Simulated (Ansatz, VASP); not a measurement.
BAs: VASP beside Ansatz

```
B As
1.0
     0.00000    2.07227    2.07227
     2.07227    0.00000    2.07227
     2.07227    2.07227    0.00000
B As
1 1
Direct
  0.00000 0.00000 0.00000
  0.25000 0.25000 0.25000
```

Change from the starting cell: volume scaled by 0.64, LAPW.

Alike in both runs: task single point; functional PBE; k mesh 14 × 14 × 14; occupations fermi-dirac, width 0.08 eV; no spin polarisation.

```csv
,VASP,Ansatz
version,VASP 6.6.1,Ansatz 0.2.0
potentials or method,"VASP PAW PBE potentials, release 64 (B, As), cutoff 520 eV","all-electron LAPW, scalar-relativistic"
```

|  | VASP | Ansatz | Ansatz less VASP |
| --- | --- | --- | --- |
| pressure (GPa) | 146.7 | 142.0 | -4.68 |

Both programs put the cell under a high pressure, so it lies far from rest at this level. Ansatz ran all-electron here, and VASP with PAW potentials.

Noted on VASP's run: the cell as given lies far from equilibrium.
